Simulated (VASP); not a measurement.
# AlH7 (Amm2) in VASP: relaxation of cell and atoms with PBE

Aim: the relaxation of cell and atoms of AlH7 with PBE.

Everything below comes from runs of VASP 6.6.1. Logs are shortened: lines on timing, memory, paths and dates and some standing lists are left out, and cuts for length are marked.

### Step 1. The cell of the first run

The structure is orthorhombic, space group Amm2 (No. 38). The conventional cell has a = 2.609 Å, b = 11.222 Å, c = 7.531 Å, α = 90.00°, β = 90.00°, γ = 90.00°. Within 2.1 Å of Al (site symmetry mm2) lie 5 H at 1.58 to 1.78 Å. H (site symmetry 1) has 1 H at 0.75 Å within 1.0 Å. Within 2.4 Å of H (site symmetry m) lie 2 Al at 1.78 Å and 1 H at 2.27 Å. Within 2.1 Å of H (site symmetry mm2) lie 1 Al at 1.58 Å.

### Step 2. Relaxation of cell and atoms, PBE

INCAR

```
PREC = Accurate ; ENCUT = 600
EDIFF = 1E-6 ; ISMEAR = 0
SIGMA = 0.02 ; LREAL = F
LASPH = T ; NELM = 60
ALGO = Normal ; ISIF = 3
LWAVE = F ; LCHARG = F
GGA = PE ; IBRION = 2
NSW = 100 ; EDIFFG = -0.01
```

KPOINTS

```
regular mesh
0
Gamma
  10 4 4
```

POSCAR

```
AlH7
1.0
    2.6085501199      0.0000000000      0.0000000000
    0.0000000000      5.6111327370      3.7657094945
    0.0000000000     -5.6111327370      3.7657094945
Al H
1 7
Direct
    0.5000000000      0.4419198111      0.4419198111
    0.6436114651      0.1511674834      0.8496315383
    0.3563885349      0.8496315383      0.1511674834
    0.6436114651      0.8496315383      0.1511674834
    0.3563885349      0.1511674834      0.8496315383
    0.0000000000      0.2819215967      0.4842334993
    0.0000000000      0.4842334993      0.2819215967
    0.5000000000      0.6519759095      0.6519759095
```

Potentials or basis: VASP PAW PBE potentials, release 64 (Al, H).

Launch:

```sh
cat potpaw_PBE.64/Al/POTCAR potpaw_PBE.64/H/POTCAR > POTCAR
mpirun -np 1 vasp_std > vasp.out
```

OUTCAR:

```text
PREC = Accurate
   ENCUT = 600
   EDIFF = 1E-6
   ISMEAR = 0
   LREAL = F
   LASPH = T
   NELM = 60
   ISIF = 3
   GGA = PE
   IBRION = 2
   NSW = 100
   EDIFFG = -0.01

 ion  position               nearest neighbor table
   1  0.500  0.442  0.442-   8 1.58   7 1.78   6 1.78   6 1.78   7 1.78
   2  0.644  0.151  0.850-   5 0.75
   3  0.356  0.850  0.151-   4 0.75
   4  0.644  0.850  0.151-   3 0.75
   5  0.356  0.151  0.850-   2 0.75
   6  0.000  0.282  0.484-   1 1.78   1 1.78
   7  0.000  0.484  0.282-   1 1.78   1 1.78
   8  0.500  0.652  0.652-   1 1.58

  LATTYP: Found a base centered orthorhombic cell.
 ALAT       =     7.5314189890
 B/A-ratio  =     1.4900599064
 C/A-ratio  =     0.3463557297

  Lattice vectors:

 A1 = (   0.0000000000,   5.6111327370,   3.7657094945)
 A2 = (   0.0000000000,  -5.6111327370,   3.7657094945)
 A3 = (   2.6085501199,   0.0000000000,   0.0000000000)

Analysis of symmetry for initial positions (statically):
=====================================================================
 Subroutine PRICEL returns:
 Original cell was already a primitive cell.

 Routine SETGRP: Setting up the symmetry group for a
 base centered orthorhombic supercell.

 Subroutine GETGRP returns: Found  4 space group operations
 (whereof  4 operations were pure point group operations)
 out of a pool of  8 trial point group operations.

The static configuration has the point symmetry C_2v.

Analysis of symmetry for dynamics (positions and initial velocities):
=====================================================================
 Subroutine PRICEL returns:
 Original cell was already a primitive cell.

 Routine SETGRP: Setting up the symmetry group for a
 base centered orthorhombic supercell.

 Subroutine GETGRP returns: Found  4 space group operations
 (whereof  4 operations were pure point group operations)
 out of a pool of  8 trial point group operations.

The dynamic configuration has the point symmetry C_2v.

 Subroutine INISYM returns: Found  4 space group operations
 (whereof  4 operations are pure point group operations),
 and found     1 'primitive' translations

----------------------------------------------------------------------------------------

                                     Primitive cell

  volume of cell :     110.2368

  direct lattice vectors                    reciprocal lattice vectors
     2.608550120  0.000000000  0.000000000     0.383354720  0.000000000  0.000000000
     0.000000000  5.611132737  3.765709494     0.000000000  0.089108567  0.132777104
     0.000000000 -5.611132737  3.765709494     0.000000000 -0.089108567  0.132777104
[... 113 lines left out ...]
   IALGO  =     38    algorithm
   IMIX   =      4    mixing-type and parameters
     AMIX     =   0.40;   BMIX     =  1.00
     AMIX_MAG =   1.60;   BMIX_MAG =  1.00
  volume/ion in A,a.u.               =      13.78        92.99
  Fermi-wavevector in a.u.,A,eV,Ry     =   0.735585  1.390053  7.361905  0.541085
  Thomas-Fermi vector in A             =   1.828817
   LORBIT       =      0    0 simple, 1 ext, 2 COOP (PROOUT), +10 PAW based schemes
   GGA     = PE    functional components
   LHFCALC =     F    Hartree Fock is set to
   AEXX    =    0.0000 exact exchange contribution
   IVDW    =     0    specifies the selected vdW correction
   LEPSILON=     F    determine dielectric tensor
   LRPA    =     F    only Hartree local field effects (RPA)
 conjugate gradient relaxation of ions
 non-spin polarized calculation
 Gauss-broadening in eV      SIGMA  =   0.02
  energy-cutoff  :      600.00
  volume of cell :      110.24
 maximum number of plane-waves:      3707
 NGX is ok and might be reduce to    24
   NGX = 11   NGY = 27   NGZ = 27

--------------------------------------- Ionic step        1  -------------------------------------------

 number of electron      10.0000000 magnetization

 number of electron       9.9999999 magnetization

 Free energy of the ion-electron system (eV)
  ---------------------------------------------------
  ext. energy  EPLUGINS =         0.00000000
  ---------------------------------------------------
  free energy    TOTEN  =       -26.66683061 eV

  energy without entropy =      -26.66683061  energy(sigma->0) =      -26.66683061

------------------------ aborting loop because EDIFF is reached ----------------------------------------

  FORCE on cell =-STRESS in cart. coord.  units (eV):
  Direction    XX          YY          ZZ          XY          YZ          ZX
  --------------------------------------------------------------------------------------
  -------------------------------------------------------------------------------------
  Total       -0.0726791      0.0409904      0.0280895      0.0000000      0.0000000      0.0000000
  in kB       -1.0563148      0.5957530      0.4082514      0.0000000      0.0000000      0.0000000
  external PRESSURE =      -0.0174368 kB  Pullay stress =       0.0000000 kB
[... 113 lines left out ...]
--------------------------------------- Ionic step        4  -------------------------------------------

 number of electron       9.9999999 magnetization

 Free energy of the ion-electron system (eV)
  ---------------------------------------------------
  ext. energy  EPLUGINS =         0.00000000
  ---------------------------------------------------
  free energy    TOTEN  =       -26.66691011 eV

  energy without entropy =      -26.66691011  energy(sigma->0) =      -26.66691011

 E-fermi :  -3.3526     XC(G=0):  -5.7581

 val. band max:       -3.4689312586   @ k =   0.5000   0.0000   0.0000
 cond. band min:      -0.3414101476   @ k =   0.5000   0.5000   0.5000
 fundamental gap:      3.1275211110
 Fermi energy:        -3.3525867420

 k-point     1 :       0.0000    0.0000    0.0000
  band No.  band energies     occupation
      1     -10.5822      2.00000
      2      -8.7945      2.00000
      3      -8.6083      2.00000
      4      -6.2086      2.00000
      5      -5.3207      2.00000
      6       1.1728      0.00000
      7       2.0394      0.00000
      8       2.5911      0.00000
      9       4.9152      0.00000
     10       6.0521      0.00000
[... 287 lines left out ...]
 k-point    24 :       0.5000    0.2500    0.2500
  band No.  band energies     occupation
      1      -7.0946      2.00000
      2      -6.6542      2.00000
      3      -6.5065      2.00000
      4      -4.3604      2.00000
      5      -3.4913      2.00000
      6      -0.2735      0.00000
      7       1.6697      0.00000
      8       2.3068      0.00000
      9       2.5968      0.00000
     10       3.4196      0.00000

 [... further k-points ...]
[... 5 lines left out ...]
  --------------------------------------------------------------------------------------
  -------------------------------------------------------------------------------------
  Total       -0.0060866      0.0434269      0.0461943      0.0000000      0.0000000      0.0000000
  in kB       -0.0884338      0.6309654      0.6711734      0.0000000      0.0000000      0.0000000
  external PRESSURE =       0.4045684 kB  Pullay stress =       0.0000000 kB
[... 23 lines left out ...]
  FREE ENERGIE OF THE ION-ELECTRON SYSTEM (eV)
  ---------------------------------------------------
  free  energy   TOTEN  =       -26.6669101097 eV

  energy  without entropy=      -26.6669101097  energy(sigma->0) =      -26.66691011

 reached required accuracy - stopping structural energy minimisation
```

CONTCAR:

```text
AlH7
   1.00000000000000
     2.6078187013853187    0.0000000000000000    0.0000000000000000
     0.0000000000000000    5.6129865690896548    3.7667147590198442
     0.0000000000000000   -5.6129865690896548    3.7667147590198442
  Al              H
     1     7
Direct
     0.5000000000000000    0.4419684822824341    0.4419684822824341
     0.6434568027973957    0.1511632314507386    0.8496316304535574
     0.3565431972026044    0.8496316304535574    0.1511632314507386
     0.6434568027973957    0.8496316304535574    0.1511632314507386
     0.3565431972026044    0.1511632314507386    0.8496316304535574
     1.0000000000000000    0.2820185162284243    0.4842189992714841
     1.0000000000000000    0.4842189992714841    0.2820185162284243
     0.5000000000000000    0.6518531384090751    0.6518531384090751

  0.00000000E+00  0.00000000E+00  0.00000000E+00
  0.00000000E+00  0.00000000E+00  0.00000000E+00
  0.00000000E+00  0.00000000E+00  0.00000000E+00
  0.00000000E+00  0.00000000E+00  0.00000000E+00
  0.00000000E+00  0.00000000E+00  0.00000000E+00
  0.00000000E+00  0.00000000E+00  0.00000000E+00
  0.00000000E+00  0.00000000E+00  0.00000000E+00
  0.00000000E+00  0.00000000E+00  0.00000000E+00
```

It took 2.2 min on 1 thread of AMD EPYC 7R13 (Zen 3), shared host; peak memory 0.24 GiB.

What came out:

```yaml
Free_energy: -26.6669 eV
Relaxed_volume: 13.78 Å³/atom
Relaxed_cell: a = 2.608 Å, b = 6.760 Å, c = 6.760 Å, α = 112.27°, β = 90.00°, γ = 90.00°
Space_group_after_relaxing_to_0.05_Å: Amm2 (No. 38)
Energy_gained_by_relaxing: 0.0 meV/atom
Ionic_steps: 4
Pressure_after_relaxing: 0.0 GPa
Largest_force_after_relaxing: 0.009 eV/Å
Band_gap_on_the_k_mesh: 3.13 eV, indirect (least direct gap 3.17 eV)
```

Forces on the atoms (eV/Å):
```
Al   0.000  0.000 -0.002
H    0.005  0.000  0.000
H   -0.005  0.000  0.000
H    0.005  0.000  0.000
H   -0.005  0.000  0.000
H    0.000  0.008  0.004
H    0.000 -0.008  0.004
H    0.000  0.000 -0.005
```

Final structure:
```
Al H
1.0
     2.60782    0.00000    0.00000
     0.00000    5.61299    3.76671
     0.00000   -5.61299    3.76671
Al H
1 7
Direct
  0.50000 0.44197 0.44197
  0.64346 0.15116 0.84963
  0.35654 0.84963 0.15116
  0.64346 0.84963 0.15116
  0.35654 0.15116 0.84963
  0.00000 0.28202 0.48422
  0.00000 0.48422 0.28202
  0.50000 0.65185 0.65185
```

Levels at points of the mesh, in eV from the valence-band top:
| k point | band 2 | band 3 | band 4 | band 5 | band 6 | band 7 | band 8 | band 9 |
| --- | --- | --- | --- | --- | --- | --- | --- | --- |
| (0.00, 0.00, 0.00) | -5.33 | -5.14 | -2.74 | -1.85 | 4.64 | 5.51 | 6.06 | 8.38 |
| (0.50, 0.00, 0.00) | -3.22 | -3.01 | -0.86 | 0.00 | 3.18 | 5.28 | 5.81 | 6.18 |
| (0.00, 0.50, 0.00) | -5.42 | -5.17 | -2.70 | -1.79 | 5.04 | 5.50 | 6.77 | 7.33 |
| (0.50, 0.50, 0.00) | -3.18 | -3.04 | -0.89 | -0.02 | 3.20 | 5.18 | 5.77 | 5.98 |
| (0.00, 0.50, 0.50) | -5.35 | -5.28 | -2.63 | -1.89 | 5.23 | 6.22 | 6.59 | 6.89 |
| (0.50, 0.50, 0.50) | -3.16 | -3.06 | -0.89 | -0.05 | 3.13 | 5.49 | 5.79 | 6.02 |

A k mesh can miss the band edges. As with any semilocal functional, this PBE gap is likely too small.
